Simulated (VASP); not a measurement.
Here is a VASP 6.6.1 calculation.

File INCAR:

```
PREC = Accurate
ENCUT = 840
EDIFF = 1E-6
ISMEAR = 0
SIGMA = 0.01
LREAL = False
LASPH = True
NELM = 120
ALGO = Normal
ISIF = 2
LWAVE = False
LCHARG = False
GGA = CA
NBANDS = 15
GGA_COMPAT = False
```

Contents of KPOINTS:

```
Automatic mesh
0
Gamma
  10 10 10
```

POSCAR

```
MgO
1.0
    2.0877670850      2.0877670850      0.0000000000
   -2.0877670850      2.0877670850      0.0000000000
    0.0000000000      2.0877670850      2.0877670850
Mg O
1 1
Direct
    0.0000000000      0.0000000000      0.0000000000
    0.5000000000      0.5000000000      0.0000000000
```

Potentials or basis: VASP PAW LDA potentials, release 64 (Mg_sv, O).

Run with:

```sh
$ cat potpaw_LDA.64/Mg_sv/POTCAR potpaw_LDA.64/O/POTCAR > POTCAR
$ mpirun -np 1 vasp_std > vasp.out
```

What does it give for the band gap on the k mesh?

4.93 eV.

What does it give for the pressure?

-1.4 GPa.
